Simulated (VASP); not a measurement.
# BN (P6_3/mmc) in VASP: further runs

BN is run at these levels: PBE+D4, r2SCAN+rVV10, PBE+D3(BJ); tasks: relaxation of cell and atoms, single point.

Program: VASP 6.6.1. These are calculated values, not measurements. Logs are shortened: lines on timing, memory, paths and dates and some standing lists are left out, and cuts for length are marked.

## 1. The cell of the first run

The structure is hexagonal, space group P6_3/mmc (No. 194). The conventional cell has a = 2.506 Å, b = 2.506 Å, c = 6.614 Å, α = 90.00°, β = 90.00°, γ = 120.00°. Within 1.9 Å of B (site symmetry -6m2) lie 3 N at 1.45 Å. Within 1.9 Å of N (site symmetry -6m2) lie 3 B at 1.45 Å.

## 2. Relaxation of cell and atoms, PBE+D4

The input, INCAR:

```
SYSTEM = BN
PREC = Accurate ; ENCUT = 600
EDIFF = 1E-6 ; ISMEAR = -1
SIGMA = 0.02 ; LREAL = .False.
LASPH = .True. ; NELM = 80
ALGO = Normal ; ISIF = 3
LWAVE = .False. ; LCHARG = .False.
GGA = PE ; IVDW = 13
IBRION = 2 ; NSW = 80
EDIFFG = -0.005
```

The input, KPOINTS:

```
regular mesh
0
Gamma
  12 12 4
  0 0 0
```

The input, POSCAR:

```
BN
1.0
    2.5064254050      0.0000000000      0.0000000000
   -1.2532127025      2.1706280734      0.0000000000
    0.0000000000      0.0000000000      6.6141212109
B N
2 2
Direct
    0.3333333333      0.6666666667      0.2500000000
    0.6666666667      0.3333333333      0.7500000000
    0.3333333333      0.6666666667      0.7500000000
    0.6666666667      0.3333333333      0.2500000000
```

Potentials or basis: VASP PAW PBE potentials, release 64 (B, N).

The run is started by

```bash
> cat potpaw_PBE.64/B/POTCAR potpaw_PBE.64/N/POTCAR > POTCAR
> mpirun -np 1 vasp_std > vasp.out
```

OUTCAR:

```text
SYSTEM = BN
   PREC = Accurate
   ENCUT = 600
   EDIFF = 1E-6
   ISMEAR = -1
   LREAL = .False.
   LASPH = .True.
   NELM = 80
   ISIF = 3
   GGA = PE
   IVDW = 13
   IBRION = 2
   NSW = 80
   EDIFFG = -0.005

 ion  position               nearest neighbor table
   1  0.333  0.667  0.250-   4 1.45   4 1.45   4 1.45
   2  0.667  0.333  0.750-   3 1.45   3 1.45   3 1.45
   3  0.333  0.667  0.750-   2 1.45   2 1.45   2 1.45
   4  0.667  0.333  0.250-   1 1.45   1 1.45   1 1.45

  LATTYP: Found a hexagonal cell.
 ALAT       =     2.5064254050
 C/A-ratio  =     2.6388661708

  Lattice vectors:

 A1 = (   2.5064254050,   0.0000000000,   0.0000000000)
 A2 = (  -1.2532127025,   2.1706280734,   0.0000000000)
 A3 = (   0.0000000000,   0.0000000000,   6.6141212109)

Analysis of symmetry for initial positions (statically):
=====================================================================
 Subroutine PRICEL returns:
 Original cell was already a primitive cell.

 Routine SETGRP: Setting up the symmetry group for a
 hexagonal supercell.

 Subroutine GETGRP returns: Found 24 space group operations
 (whereof 12 operations were pure point group operations)
 out of a pool of 24 trial point group operations.

The static configuration has the point symmetry D_3d.
 The point group associated with its full space group is D_6h.

Analysis of symmetry for dynamics (positions and initial velocities):
=====================================================================
 Subroutine PRICEL returns:
 Original cell was already a primitive cell.

 Routine SETGRP: Setting up the symmetry group for a
 hexagonal supercell.

 Subroutine GETGRP returns: Found 24 space group operations
 (whereof 12 operations were pure point group operations)
 out of a pool of 24 trial point group operations.

The dynamic configuration has the point symmetry D_3d.
 The point group associated with its full space group is D_6h.

 Subroutine INISYM returns: Found 24 space group operations
 (whereof 12 operations are pure point group operations),
 and found     1 'primitive' translations

----------------------------------------------------------------------------------------

                                     Primitive cell

  volume of cell :      35.9842

  direct lattice vectors                    reciprocal lattice vectors
     2.506425405  0.000000000  0.000000000     0.398974571  0.230348076  0.000000000
    -1.253212702  2.170628073  0.000000000     0.000000000  0.460696152  0.000000000
     0.000000000  0.000000000  6.614121211     0.000000000  0.000000000  0.151191665

  length of vectors
     2.506425405  2.506425405  6.614121211     0.460696152  0.460696152  0.151191665

  position of ions in fractional coordinates (direct lattice)
     0.333333333  0.666666667  0.250000000
     0.666666667  0.333333333  0.750000000
     0.333333333  0.666666667  0.750000000
     0.666666667  0.333333333  0.250000000

  ion indices of the primitive-cell ions
   primitive index   ion index
                 1           1
                 2           2
                 3           3
                 4           4

----------------------------------------------------------------------------------------

 KPOINTS: regular mesh

Automatic generation of k-mesh.
 Grid dimensions read from file:
 generate k-points for:   12   12    4

 Generating k-lattice:

  Cartesian coordinates                     Fractional coordinates (reciprocal lattice)
     0.033247881  0.019195673  0.000000000     0.083333333 -0.000000000  0.000000000
     0.000000000  0.038391346  0.000000000     0.000000000  0.083333333  0.000000000
     0.000000000  0.000000000  0.037797916     0.000000000  0.000000000  0.250000000

  Length of vectors
     0.038391346  0.038391346  0.037797916

  Shift w.r.t. Gamma in fractional coordinates (k-lattice)
     0.000000000  0.000000000  0.000000000

 Subroutine IBZKPT returns following result:
 ===========================================

 Found     57 irreducible k-points:

 Following reciprocal coordinates:
            Coordinates               Weight
  0.000000  0.000000  0.000000      1.000000
  0.083333  0.000000  0.000000      6.000000
  0.166667  0.000000  0.000000      6.000000
  0.250000  0.000000  0.000000      6.000000
  0.333333  0.000000  0.000000      6.000000
  0.416667  0.000000  0.000000      6.000000
[... 16 lines left out ...]
  0.250000  0.000000  0.250000     12.000000
  0.333333  0.000000  0.250000     12.000000
 [... further k-points ...]
   k-points           NKPTS =     57   k-points in BZ     NKDIM =     57   number of bands    NBANDS=     12
   number of dos      NEDOS =    301   number of ions     NIONS =      4
   total plane-waves  NPLWV =  21600
   dimension x,y,z NGX =    20 NGY =   20 NGZ =   54
   dimension x,y,z NGXF=    40 NGYF=   40 NGZF=  108
   ions per type =               2   2
   NGX,Y,Z   is equivalent  to a cutoff of  13.27, 13.27, 13.57 a.u.
   NGXF,Y,Z  is equivalent  to a cutoff of  26.53, 26.53, 27.15 a.u.
 SYSTEM =  BN
   PREC   = accura    normal or accurate (medium, high low for compatibility)
   ISTART =      0    job   : 0-new  1-cont  2-samecut
   ICHARG =      2    charge: 1-file 2-atom 10-const
   ISPIN  =      1    spin polarized calculation?
   LNONCOLLINEAR =      F non collinear calculations
   LSORBIT =      F    spin-orbit coupling
   LASPH  =      T    aspherical Exc in radial PAW
   ENCUT  =  600.0 eV  44.10 Ry    6.64 a.u.   5.01  5.01 13.21*2*pi/ulx,y,z
   NELM   =     80;   NELMIN=  2; NELMDL= -5     # of ELM steps
   EDIFF  = 0.1E-05   stopping-criterion for ELM
   LREAL  =      F    real-space projection
   EDIFFG = -.5E-02   stopping-criterion for IOM
   NSW    =     80    number of steps for IOM
   IBRION =      2    ionic relax: 0-MD 1-quasi-New 2-CG
   NFREE  =      1    steps in history (QN), initial steepest desc. (CG)
   ISIF   =      3    stress and relaxation
   ISYM   =      2    0-nonsym 1-usesym 2-fastsym
   POTIM  = 0.5000    time-step for ionic-motion
   TEBEG  =    0.0;   TEEND  =   0.0 temperature during run
   PSTRESS=    0.0 pullay stress
   NELECT =      16.0000    total number of electrons
   NUPDOWN=      -1.0000    fix difference up-down
   EMIN   =  10.00;   EMAX   =-10.00  energy-range for DOS
   EFERMI =   0.00;   METHOD = LEGACY
   ISMEAR =    -1;   SIGMA  =   0.02  broadening in eV -4-tet -1-fermi 0-gaus
   EFERMI_NEDOS =   21; number of points for ismear=-14 and -15
   IALGO  =     38    algorithm
   IMIX   =      4    mixing-type and parameters
     AMIX     =   0.40;   BMIX     =  1.00
     AMIX_MAG =   1.60;   BMIX_MAG =  1.00
  volume/ion in A,a.u.               =       9.00        60.71
  Fermi-wavevector in a.u.,A,eV,Ry     =   1.249522  2.361255 21.242860  1.561306
  Thomas-Fermi vector in A             =   2.383559
   LORBIT       =      0    0 simple, 1 ext, 2 COOP (PROOUT), +10 PAW based schemes
   GGA     = PE    functional components
   LHFCALC =     F    Hartree Fock is set to
   AEXX    =    0.0000 exact exchange contribution
   IVDW    =    13    specifies the selected vdW correction
   LEPSILON=     F    determine dielectric tensor
   LRPA    =     F    only Hartree local field effects (RPA)
 conjugate gradient relaxation of ions
 non-spin polarized calculation
  energy-cutoff  :      600.00
  volume of cell :       35.98
 maximum number of plane-waves:      1224
 NGX is ok and might be reduce to    20
   NGX =  9   NGY =  9   NGZ = 27

--------------------------------------- Ionic step        1  -------------------------------------------

 number of electron      15.9999998 magnetization

 Free energy of the ion-electron system (eV)
  ---------------------------------------------------
  ext. energy  EPLUGINS =         0.00000000
  ---------------------------------------------------
  free energy    TOTEN  =       -35.15802895 eV

  energy without entropy =      -35.15802895  energy(sigma->0) =      -35.15802895

------------------------ aborting loop because EDIFF is reached ----------------------------------------

  DFT-D4 for vdW energy calculation

  Edisp (eV):   -0.64406

  FORCE on cell =-STRESS in cart. coord.  units (eV):
  Direction    XX          YY          ZZ          XY          YZ          ZX
  --------------------------------------------------------------------------------------
  -------------------------------------------------------------------------------------
  Total       0.05590     0.05590    -0.11744     0.00000    -0.00000     0.00000
  in kB       2.48904     2.48904    -5.22896     0.00000    -0.00000     0.00000
  external pressure =       -0.08 kB  Pullay stress =        0.00 kB
[... 233 lines left out ...]
  energy  without entropy=      -35.8028814250  energy(sigma->0) =      -35.80288142

--------------------------------------- Ionic step        7  -------------------------------------------

 number of electron      15.9999998 magnetization

 Free energy of the ion-electron system (eV)
  ---------------------------------------------------
  ext. energy  EPLUGINS =         0.00000000
  ---------------------------------------------------
  free energy    TOTEN  =       -35.14583495 eV

  energy without entropy =      -35.14583495  energy(sigma->0) =      -35.14583495

 E-fermi :   2.9223     XC(G=0): -10.2063

 val. band max:        2.4546852161   @ k =   0.3333   0.2500   0.0000
 cond. band min:       6.6749296801   @ k =   0.5000   0.0000   0.0000
 fundamental gap:      4.2202444640
 Fermi energy:         2.9223461846

 k-point     1 :       0.0000    0.0000    0.0000
  band No.  band energies     occupation
      1     -15.3679      2.00000
      2     -15.0210      2.00000
      3      -3.8603      2.00000
      4      -1.4993      2.00000
      5       1.0988      2.00000
      6       1.0988      2.00000
      7       1.1451      2.00000
      8       1.1451      2.00000
      9       7.8389      0.00000
     10      12.9917      0.00000
     11      13.9415      0.00000
     12      13.9415      0.00000
[... 331 lines left out ...]
 k-point    24 :       0.3333    0.0000    0.2500
  band No.  band energies     occupation
      1     -13.3459      2.00000
      2     -13.1690      2.00000
      3      -4.4507      2.00000
      4      -4.3789      2.00000
      5      -1.1430      2.00000
      6      -1.0893      2.00000
      7      -0.8033      2.00000
      8       0.5489      2.00000
      9       9.2425      0.00000
     10       9.9124      0.00000
     11      11.4904      0.00000
     12      12.6214      0.00000

 [... further k-points ...]

------------------------ aborting loop because EDIFF is reached ----------------------------------------

  DFT-D4 for vdW energy calculation

  Edisp (eV):   -0.65732

  FORCE on cell =-STRESS in cart. coord.  units (eV):
  Direction    XX          YY          ZZ          XY          YZ          ZX
  --------------------------------------------------------------------------------------
  -------------------------------------------------------------------------------------
  Total      -0.00846    -0.00846     0.00484     0.00000     0.00000     0.00000
  in kB      -0.38320    -0.38320     0.21914     0.00000     0.00000     0.00000
  external pressure =       -0.18 kB  Pullay stress =        0.00 kB
[... 19 lines left out ...]
  FREE ENERGIE OF THE ION-ELECTRON SYSTEM (eV)
  ---------------------------------------------------
  free  energy   TOTEN  =       -35.8031581076 eV

  energy  without entropy=      -35.8031581076  energy(sigma->0) =      -35.80315811

 reached required accuracy - stopping structural energy minimisation
```

Wall time 2.6 min (1 thread of Intel Xeon 8259CL, shared host); peak memory 0.17 GiB.

What came out:

```
Free energy                            : -35.8032 eV
Relaxed volume                         : 8.84 Å³/atom
Relaxed cell                           : a = 2.507 Å, b = 2.507 Å, c = 6.497 Å, α = 90.00°, β = 90.00°, γ = 120.00°
Space group after relaxing (to 0.05 Å) : P6_3/mmc (No. 194)
Energy gained by relaxing              : 0.3 meV/atom
Ionic steps                            : 7
Pressure after relaxing                : 0.0 GPa
Band gap on the k mesh                 : 4.22 eV, indirect (least direct gap 4.61 eV)
Dispersion energy per atom             : -0.164 eV
```

Step by step:
```tsv
step	energy change (eV)	largest force (eV/Å)	pressure (GPa)	volume (Å³)
1	0.0000	0.0000	-0.01	35.98
2	-0.0001	0.0000	-0.46	35.98
3	-0.0001	0.0000	-0.50	35.98
4	-0.0002	0.0000	-0.47	35.95
5	-0.0004	0.0000	-0.41	35.87
6	-0.0008	0.0000	-0.27	35.70
7	-0.0011	0.0000	-0.02	35.37
```

Final structure:
```
CELL_PARAMETERS angstrom
2.50702 0.00000 0.00000
-1.25351 2.17114 0.00000
0.00000 0.00000 6.49741
ATOMIC_POSITIONS crystal
B 0.33333 0.66667 0.25000
B 0.66667 0.33333 0.75000
N 0.33333 0.66667 0.75000
N 0.66667 0.33333 0.25000
```

## 3. Relaxation of cell and atoms, r2SCAN+rVV10

POSCAR is that of step 2.

The input, INCAR.step1:

```
SYSTEM = BN
PREC     = Accurate       ! precision mode
ENCUT    = 600            ! plane-wave cutoff, eV
ISMEAR   = -1             ! smearing method
SIGMA    = 0.02           ! smearing width, eV
LREAL    = .FALSE.        ! projectors in reciprocal space
LASPH    = .TRUE.         ! aspherical terms in the spheres
NELM     = 80             ! most SCF steps
GGA      = PE             ! functional
ALGO     = Normal         ! electronic algorithm
EDIFF    = 1E-4           ! SCF threshold, eV
LWAVE    = .TRUE.         ! write WAVECAR
LCHARG   = .FALSE.        ! write CHGCAR
```

The input, INCAR.step2:

```
SYSTEM = BN
PREC     = Accurate       ! precision mode
ENCUT    = 600            ! plane-wave cutoff, eV
EDIFF    = 1E-6           ! SCF threshold, eV
ISMEAR   = -1             ! smearing method
SIGMA    = 0.02           ! smearing width, eV
LREAL    = .FALSE.        ! projectors in reciprocal space
LASPH    = .TRUE.         ! aspherical terms in the spheres
NELM     = 80             ! most SCF steps
ALGO     = Normal         ! electronic algorithm
ISIF     = 3              ! what is computed and relaxed
LWAVE    = .FALSE.        ! write WAVECAR
LCHARG   = .FALSE.        ! write CHGCAR
METAGGA  = R2SCAN         ! meta-GGA
LMIXTAU  = .TRUE.       
LUSE_VDW = .TRUE.       
IVDW_NL  = 2            
BPARAM   = 11.95        
CPARAM   = 0.0093       
IBRION   = 2              ! ionic algorithm
NSW      = 80             ! ionic steps
EDIFFG   = -0.005         ! ionic threshold
ISTART   = 1
```

The input, KPOINTS:

```
Automatic mesh
0
G
  12 12 4
  0 0 0
```

Potentials or basis: VASP PAW PBE potentials, release 64 (B, N).

The run is started by

```bash
> cat potpaw_PBE.64/B/POTCAR potpaw_PBE.64/N/POTCAR > POTCAR
> cp INCAR.step1 INCAR
> mpirun -np 1 vasp_std > vasp.out
> cp INCAR.step2 INCAR
> mpirun -np 1 vasp_std > vasp.out
```

Wall time 19 min (1 thread of Intel Xeon 8259CL, shared host); peak memory 0.27 GiB.

Results (log left out):

| Quantity | Value |
| --- | --- |
| Free energy | -38.2496 eV |
| Relaxed volume | 8.81 Å³/atom |
| Relaxed cell | a = 2.502 Å, b = 2.502 Å, c = 6.502 Å, α = 90.00°, β = 90.00°, γ = 120.00° |
| Space group after relaxing (to 0.05 Å) | P6_3/mmc (No. 194) |
| Energy gained by relaxing | 0.5 meV/atom |
| Ionic steps | 6 |
| Pressure after relaxing | 0.0 GPa |
| Band gap on the k mesh | 4.79 eV, indirect (least direct gap 5.20 eV) |

Stress tensor (GPa, compression positive):
```
 0.03  0.00  0.00
 0.00  0.03  0.00
 0.00  0.00 -0.08
```

Step by step:
```tsv
step	energy change (eV)	largest force (eV/Å)	pressure (GPa)	volume (Å³)
1	0.0000	0.0000	-1.43	35.98
2	0.0017	0.0000	2.27	35.57
3	-0.0008	0.0000	-0.13	35.83
4	-0.0010	0.0000	-0.12	35.78
5	-0.0016	0.0000	-0.08	35.60
6	-0.0021	0.0000	-0.01	35.26
```

Final structure:
```
B N
1.0
     2.50227    0.00000    0.00000
    -1.25113    2.16703    0.00000
     0.00000    0.00000    6.50188
B N
2 2
Direct
  0.33333 0.66667 0.25000
  0.66667 0.33333 0.75000
  0.33333 0.66667 0.75000
  0.66667 0.33333 0.25000
```

Levels at points of the mesh, in eV from the valence-band top:
| k point | band 5 | band 6 | band 7 | band 8 | band 9 | band 10 | band 11 | band 12 |
| --- | --- | --- | --- | --- | --- | --- | --- | --- |
| (0.00, 0.00, 0.00) | -1.37 | -1.37 | -1.32 | -1.32 | 5.66 | 11.29 | 12.28 | 12.28 |
| (0.50, 0.00, 0.00) | -4.31 | -4.23 | -1.55 | -0.41 | 4.79 | 6.41 | 10.20 | 10.62 |
| (0.00, 0.00, 0.50) | -1.34 | -1.34 | -1.34 | -1.34 | 8.31 | 8.31 | 12.36 | 12.36 |
| (0.50, 0.00, 0.50) | -4.27 | -4.27 | -0.95 | -0.95 | 5.29 | 5.29 | 10.63 | 10.63 |

Caveat: the PAW data sets were made with another functional, which shifts forces and pressure a little.

(Continued in part 2 of 2.)
